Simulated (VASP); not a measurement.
# HfB2 (P6/mmm) in VASP: a series of runs

Runs on HfB2. Level: r2SCAN. Tasks: single point.

All numbers are computed with VASP 6.6.1; they aren't measurements. Logs are shortened: lines on timing, memory, paths and dates and some standing lists are left out, and cuts for length are marked.

## Step 1: The cell of the first run

It takes space group P6/mmm (No. 191, hexagonal). The conventional cell has a = 3.161 Å, b = 3.161 Å, c = 3.503 Å, α = 90.00°, β = 90.00°, γ = 120.00°. Within 3.3 Å of Hf (site symmetry 6/mmm) lie 12 B at 2.53 Å and 6 Hf at 3.16 Å. Within 2.4 Å of B (site symmetry -6m2) lie 3 B at 1.82 Å.

## Step 2: Single point, r2SCAN

POSCAR reads:

```
HfB2
1.0
    3.1607953080      0.0000000000      0.0000000000
   -1.5803976540      2.7373290329      0.0000000000
    0.0000000000      0.0000000000      3.5030470293
Hf B
1 2
Direct
    0.0000000000      0.0000000000      0.0000000000
    0.6666666667      0.3333333333      0.5000000000
    0.3333333333      0.6666666667      0.5000000000
```

INCAR.step1 reads:

```
SYSTEM = HfB2
  PREC = Accurate
  ENCUT = 520
  ISMEAR = -1
  SIGMA = 0.05
  LREAL = .False.
  LASPH = .True.
  NELM = 60
  NBANDS = 15
  GGA = PE
  ALGO = Normal
  EDIFF = 1E-4
  LWAVE = .True.
  LCHARG = .False.
```

INCAR.step2 reads:

```
SYSTEM = HfB2
  PREC = Accurate
  ENCUT = 520
  EDIFF = 1E-7
  ISMEAR = -1
  SIGMA = 0.05
  LREAL = .False.
  LASPH = .True.
  NELM = 60
  ALGO = Normal
  ISIF = 2
  LWAVE = .False.
  LCHARG = .True.
  METAGGA = R2SCAN
  LMIXTAU = .True.
  LELF = .True.
  LVHAR = .True.
  NBANDS = 15
  ISTART = 1
```

KPOINTS reads:

```
Automatic mesh
0
Gamma
  10 10 8
  0 0 0
```

Potentials or basis: VASP PAW PBE potentials, release 64 (Hf_pv, B).

Run with:

```console
$ cat potpaw_PBE.64/Hf_pv/POTCAR potpaw_PBE.64/B/POTCAR > POTCAR
$ cp INCAR.step1 INCAR
$ mpirun -np 1 vasp_std > vasp.out
$ cp INCAR.step2 INCAR
$ mpirun -np 1 vasp_std > vasp.out
```

OUTCAR:

```text
SYSTEM = HfB2
   PREC = Accurate
   ENCUT = 520
   EDIFF = 1E-7
   ISMEAR = -1
   LREAL = .False.
   LASPH = .True.
   NELM = 60
   ISIF = 2
   METAGGA = R2SCAN
   ISTART = 1

 ion  position               nearest neighbor table
   1  0.000  0.000  0.000-   2 2.53   3 2.53   2 2.53   3 2.53   2 2.53   2 2.53   3 2.53   3 2.53
                             2 2.53   2 2.53   3 2.53   3 2.53
   2  0.667  0.333  0.500-   3 1.82   3 1.82   3 1.82   1 2.53   1 2.53   1 2.53   1 2.53   1 2.53
                             1 2.53
   3  0.333  0.667  0.500-   2 1.82   2 1.82   2 1.82   1 2.53   1 2.53   1 2.53   1 2.53   1 2.53
                             1 2.53

  LATTYP: Found a hexagonal cell.
 ALAT       =     3.1607953080
 C/A-ratio  =     1.1082802548

  Lattice vectors:

 A1 = (   3.1607953080,   0.0000000000,   0.0000000000)
 A2 = (  -1.5803976540,   2.7373290329,   0.0000000000)
 A3 = (   0.0000000000,   0.0000000000,   3.5030470293)

Analysis of symmetry for initial positions (statically):
=====================================================================
 Subroutine PRICEL returns:
 Original cell was already a primitive cell.

 Routine SETGRP: Setting up the symmetry group for a
 hexagonal supercell.

 Subroutine GETGRP returns: Found 24 space group operations
 (whereof 24 operations were pure point group operations)
 out of a pool of 24 trial point group operations.

The static configuration has the point symmetry D_6h.

Analysis of symmetry for dynamics (positions and initial velocities):
=====================================================================
 Subroutine PRICEL returns:
 Original cell was already a primitive cell.

 Routine SETGRP: Setting up the symmetry group for a
 hexagonal supercell.

 Subroutine GETGRP returns: Found 24 space group operations
 (whereof 24 operations were pure point group operations)
 out of a pool of 24 trial point group operations.

The dynamic configuration has the point symmetry D_6h.

 Subroutine INISYM returns: Found 24 space group operations
 (whereof 24 operations are pure point group operations),
 and found     1 'primitive' translations

----------------------------------------------------------------------------------------

                                     Primitive cell

  volume of cell :      30.3088

  direct lattice vectors                    reciprocal lattice vectors
     3.160795308  0.000000000  0.000000000     0.316376071  0.182659810  0.000000000
    -1.580397654  2.737329033  0.000000000     0.000000000  0.365319619  0.000000000
     0.000000000  0.000000000  3.503047029     0.000000000  0.000000000  0.285465765

  length of vectors
     3.160795308  3.160795308  3.503047029     0.365319619  0.365319619  0.285465765

  position of ions in fractional coordinates (direct lattice)
     0.000000000  0.000000000  0.000000000
     0.666666667  0.333333333  0.500000000
     0.333333333  0.666666667  0.500000000

  ion indices of the primitive-cell ions
   primitive index   ion index
                 1           1
                 2           2
                 3           3

----------------------------------------------------------------------------------------

 KPOINTS: Automatic mesh

Automatic generation of k-mesh.
 Grid dimensions read from file:
 generate k-points for:   10   10    8

 Generating k-lattice:

  Cartesian coordinates                     Fractional coordinates (reciprocal lattice)
     0.031637607  0.018265981  0.000000000     0.100000000  0.000000000  0.000000000
     0.000000000  0.036531962  0.000000000     0.000000000  0.100000000  0.000000000
     0.000000000  0.000000000  0.035683221     0.000000000  0.000000000  0.125000000

  Length of vectors
     0.036531962  0.036531962  0.035683221

  Shift w.r.t. Gamma in fractional coordinates (k-lattice)
     0.000000000  0.000000000  0.000000000

 Subroutine IBZKPT returns following result:
 ===========================================

 Found     70 irreducible k-points:

 Following reciprocal coordinates:
            Coordinates               Weight
  0.000000  0.000000  0.000000      1.000000
  0.100000  0.000000  0.000000      6.000000
  0.200000  0.000000  0.000000      6.000000
  0.300000  0.000000  0.000000      6.000000
  0.400000  0.000000  0.000000      6.000000
  0.500000  0.000000  0.000000      3.000000
[... 16 lines left out ...]
  0.300000  0.100000  0.125000     24.000000
  0.400000  0.100000  0.125000     24.000000
 [... further k-points ...]
   k-points           NKPTS =     70   k-points in BZ     NKDIM =     70   number of bands    NBANDS=     15
   number of dos      NEDOS =    301   number of ions     NIONS =      3
   total plane-waves  NPLWV =  16128
   dimension x,y,z NGX =    24 NGY =   24 NGZ =   28
   dimension x,y,z NGXF=    48 NGYF=   48 NGZF=   56
   ions per type =               1   2
   NGX,Y,Z   is equivalent  to a cutoff of  12.62, 12.62, 13.29 a.u.
   NGXF,Y,Z  is equivalent  to a cutoff of  25.25, 25.25, 26.58 a.u.
 SYSTEM =  HfB2
   PREC   = accura    normal or accurate (medium, high low for compatibility)
   ISTART =      1    job   : 0-new  1-cont  2-samecut
   ICHARG =      0    charge: 1-file 2-atom 10-const
   ISPIN  =      1    spin polarized calculation?
   LNONCOLLINEAR =      F non collinear calculations
   LSORBIT =      F    spin-orbit coupling
   LASPH  =      T    aspherical Exc in radial PAW
   ENCUT  =  520.0 eV  38.22 Ry    6.18 a.u.   5.88  5.88  6.51*2*pi/ulx,y,z
   NELM   =     60;   NELMIN=  2; NELMDL=  0     # of ELM steps
   EDIFF  = 0.1E-06   stopping-criterion for ELM
   LREAL  =      F    real-space projection
   EDIFFG = 0.1E-05   stopping-criterion for IOM
   NSW    =      0    number of steps for IOM
   IBRION =     -1    ionic relax: 0-MD 1-quasi-New 2-CG
   NFREE  =      0    steps in history (QN), initial steepest desc. (CG)
   ISIF   =      2    stress and relaxation
   ISYM   =      2    0-nonsym 1-usesym 2-fastsym
   POTIM  = 0.5000    time-step for ionic-motion
   TEBEG  =    0.0;   TEEND  =   0.0 temperature during run
   PSTRESS=    0.0 pullay stress
   NELECT =      16.0000    total number of electrons
   NUPDOWN=      -1.0000    fix difference up-down
   EMIN   =  10.00;   EMAX   =-10.00  energy-range for DOS
   EFERMI =   0.00;   METHOD = LEGACY
   ISMEAR =    -1;   SIGMA  =   0.05  broadening in eV -4-tet -1-fermi 0-gaus
   EFERMI_NEDOS =   21; number of points for ismear=-14 and -15
   IALGO  =     38    algorithm
   IMIX   =      4    mixing-type and parameters
     AMIX     =   0.40;   BMIX     =  1.00
     AMIX_MAG =   1.60;   BMIX_MAG =  1.00
  volume/ion in A,a.u.               =      10.10        68.18
  Fermi-wavevector in a.u.,A,eV,Ry     =   1.323097  2.500291 23.818167  1.750586
  Thomas-Fermi vector in A             =   2.452730
   LORBIT       =      0    0 simple, 1 ext, 2 COOP (PROOUT), +10 PAW based schemes
   METAGGA = R2SCAN    functional components
   LHFCALC =     F    Hartree Fock is set to
   AEXX    =    0.0000 exact exchange contribution
   IVDW    =     0    specifies the selected vdW correction
   LEPSILON=     F    determine dielectric tensor
   LRPA    =     F    only Hartree local field effects (RPA)
 non-spin polarized calculation
  energy-cutoff  :      520.00
  volume of cell :       30.31
 maximum number of plane-waves:       832
 NGX is ok and might be reduce to    24
   NGX = 11   NGY = 11   NGZ = 13

 number of electron      15.9999998 magnetization

 Free energy of the ion-electron system (eV)
  ---------------------------------------------------
  ext. energy  EPLUGINS =         0.00000000
  ---------------------------------------------------
  free energy    TOTEN  =       -63.07394986 eV

  energy without entropy =      -63.07133908  energy(sigma->0) =      -63.07264447

 E-fermi :   7.4830     XC(G=0): -13.4441

 val. band max:        7.4212700538   @ k =   0.2000   0.2000   0.1250
 cond. band min:       7.7067931971   @ k =   0.1000   0.1000   0.2500
 fundamental gap:      0.2855231433
 Fermi energy:         7.4829906564

 k-point     1 :       0.0000    0.0000    0.0000
  band No.  band energies     occupation
      1     -24.3810      2.00000
      2     -23.9013      2.00000
      3     -23.9013      2.00000
      4      -6.9941      2.00000
      5       4.4823      2.00000
      6       4.5018      2.00000
      7       4.5532      2.00000
      8       4.5532      2.00000
      9      11.6947      0.00000
     10      11.6947      0.00000
     11      12.3892      0.00000
     12      12.3892      0.00000
     13      12.5105      0.00000
     14      12.6528      0.00000
     15      12.6528      0.00000

 k-point     2 :       0.1000    0.0000    0.0000
  band No.  band energies     occupation
      1     -24.3688      2.00000
      2     -23.9756      2.00000
      3     -23.9176      2.00000
      4      -6.7725      2.00000
      5       3.8924      2.00000
      6       4.3174      2.00000
      7       4.5237      2.00000
      8       4.7169      2.00000
      9      10.9446      0.00000
     10      11.5428      0.00000
     11      11.5488      0.00000
     12      11.9339      0.00000
     13      13.3308      0.00000
     14      13.6288      0.00000
     15      14.1559      0.00000

 k-point     3 :       0.2000    0.0000    0.0000
  band No.  band energies     occupation
      1     -24.3368      2.00000
      2     -24.1653      2.00000
      3     -23.9600      2.00000
      4      -6.1383      2.00000
      5       2.4395      2.00000
      6       3.9498      2.00000
      7       4.3998      2.00000
      8       5.1527      2.00000
      9       9.7893      0.00000
     10      11.1760      0.00000
     11      11.3895      0.00000
     12      11.8529      0.00000
     13      13.7710      0.00000
     14      14.9380      0.00000
     15      15.5370      0.00000
[... 343 lines left out ...]
 k-point    23 :       0.3000    0.1000    0.1250
  band No.  band energies     occupation
      1     -24.4777      2.00000
      2     -24.3081      2.00000
      3     -24.0694      2.00000
      4      -4.3117      2.00000
      5      -0.0326      2.00000
      6       2.8571      2.00000
      7       3.5474      2.00000
      8       5.7409      2.00000
      9       8.6551      0.00000
     10      10.9731      0.00000
     11      11.9451      0.00000
     12      13.2346      0.00000
     13      15.1735      0.00000
     14      15.7891      0.00000
     15      18.6762      0.00000

 k-point    24 :       0.4000    0.1000    0.1250
  band No.  band energies     occupation
      1     -24.5894      2.00000
      2     -24.2847      2.00000
      3     -24.1062      2.00000
      4      -3.0392      2.00000
      5      -1.5959      2.00000
      6       2.6597      2.00000
      7       3.5875      2.00000
      8       5.2718      2.00000
      9       8.7322      0.00000
     10      11.7758      0.00000
     11      11.8399      0.00000
     12      13.9576      0.00000
     13      15.2104      0.00000
     14      16.1363      0.00000
     15      18.6429      0.00000

 [... further k-points ...]
[... 5 lines left out ...]
  --------------------------------------------------------------------------------------
  -------------------------------------------------------------------------------------
  Total       -1.2759043     -1.2759043     -0.9282898      0.0000000     -0.0000000     -0.0000000
  in kB      -67.4464896    -67.4464897    -49.0709909      0.0000000     -0.0000000     -0.0000000
  external PRESSURE =     -61.3213234 kB  Pullay stress =       0.0000000 kB

 VOLUME and BASIS-vectors are now :
 -----------------------------------------------------------------------------
  energy-cutoff  :      520.00
  volume of cell :       30.31
      direct lattice vectors                 reciprocal lattice vectors
     3.160795308  0.000000000  0.000000000     0.316376071  0.182659810  0.000000000
    -1.580397654  2.737329033  0.000000000     0.000000000  0.365319619  0.000000000
     0.000000000  0.000000000  3.503047029     0.000000000  0.000000000  0.285465765

 POSITION                                       TOTAL-FORCE (eV/Angst)
 -----------------------------------------------------------------------------------
      0.00000      0.00000      0.00000        -0.000000      0.000000      0.000000
      1.58040      0.91244      1.75152         0.000000      0.000000     -0.000000
     -0.00000      1.82489      1.75152        -0.000000     -0.000000      0.000000
 -----------------------------------------------------------------------------------
    total drift:                               -0.000000      0.000000     -0.000000

  FREE ENERGIE OF THE ION-ELECTRON SYSTEM (eV)
  ---------------------------------------------------
  free  energy   TOTEN  =       -63.0739498625 eV

  energy  without entropy=      -63.0713390774  energy(sigma->0) =      -63.07264447
```

Run time: 39 s. Hardware: 1 thread of Intel Xeon 6975P-C (Granite Rapids), shared host; peak memory 0.17 GiB.

What came out:

```
Free energy            : -63.0739 eV
Pressure               : -6.1 GPa
Band gap on the k mesh : zero (band 8 reaches 8.18 eV, above the bottom of band 9 at 7.33 eV)
```

Stress tensor (GPa, compression positive):
```
-6.74  0.00  0.00
 0.00 -6.74  0.00
 0.00  0.00 -4.91
```

Caveat: the PAW data sets were made with another functional, which shifts forces and pressure a little; spin-orbit coupling is left out, which moves the levels of the heavy elements.

## Step 3: Single point, r2SCAN

This run uses another cell than the first one, of 10.30 Å³/atom, 1.020 times its volume.

POSCAR reads:

```
HfB2
1.0
    3.1813205280      0.0000000000      0.0000000000
   -1.5906602640      2.7551043948      0.0000000000
    0.0000000000      0.0000000000      3.5257947253
Hf B
1 2
Direct
    0.0000000000      0.0000000000      0.0000000000
    0.6666666667      0.3333333333      0.5000000000
    0.3333333333      0.6666666667      0.5000000000
```

INCAR.step1 is that of step 2.

INCAR.step2 reads:

```
SYSTEM = HfB2
  PREC = Accurate
  ENCUT = 520
  EDIFF = 1E-6
  ISMEAR = -1
  SIGMA = 0.05
  LREAL = .False.
  LASPH = .True.
  NELM = 60
  ALGO = Normal
  ISIF = 2
  LWAVE = .False.
  LCHARG = .False.
  METAGGA = R2SCAN
  LMIXTAU = .True.
  NBANDS = 15
  ISTART = 1
```

KPOINTS reads:

```
regular mesh
0
Gamma
  10 10 8
  0 0 0
```

Potentials or basis: VASP PAW PBE potentials, release 64 (Hf_pv, B).

Run with:

```console
$ cat potpaw_PBE.64/Hf_pv/POTCAR potpaw_PBE.64/B/POTCAR > POTCAR
$ cp INCAR.step1 INCAR
$ mpirun -np 1 vasp_std > vasp.out
$ cp INCAR.step2 INCAR
$ mpirun -np 1 vasp_std > vasp.out
```

Run time: 41 s. Hardware: 1 thread of Intel Xeon 6975P-C (Granite Rapids), shared host; peak memory 0.17 GiB.

The run converged. Its results:

```yaml
Free_energy: -63.0433 eV
Pressure: -10.6 GPa
Band_gap_on_the_k_mesh: zero (band 8 reaches 8.02 eV, above the bottom of band 9 at 7.19 eV)
```

Stress tensor (GPa, compression positive):
```
-11.38   0.00   0.00
  0.00 -11.38   0.00
  0.00   0.00  -8.98
```

Levels at points of the mesh, in eV from the Fermi level:
| k point | band 6 | band 7 | band 8 | band 9 | band 10 | band 11 |
| --- | --- | --- | --- | --- | --- | --- |
| (0.00, 0.00, 0.00) | -2.94 | -2.89 | -2.89 | 4.11 | 4.11 | 4.79 |
| (0.50, 0.00, 0.00) | -4.15 | -3.56 | -2.79 | 2.16 | 2.82 | 5.62 |
| (0.00, 0.00, 0.50) | -1.18 | -1.18 | 0.41 | 0.41 | 1.12 | 1.12 |
| (0.50, 0.00, 0.50) | -5.03 | -4.76 | -3.02 | 3.96 | 4.27 | 6.24 |

Caveat: the PAW data sets were made with another functional, which shifts forces and pressure a little; spin-orbit coupling is left out, which moves the levels of the heavy elements.

(Part 1 of 2 ends here.)
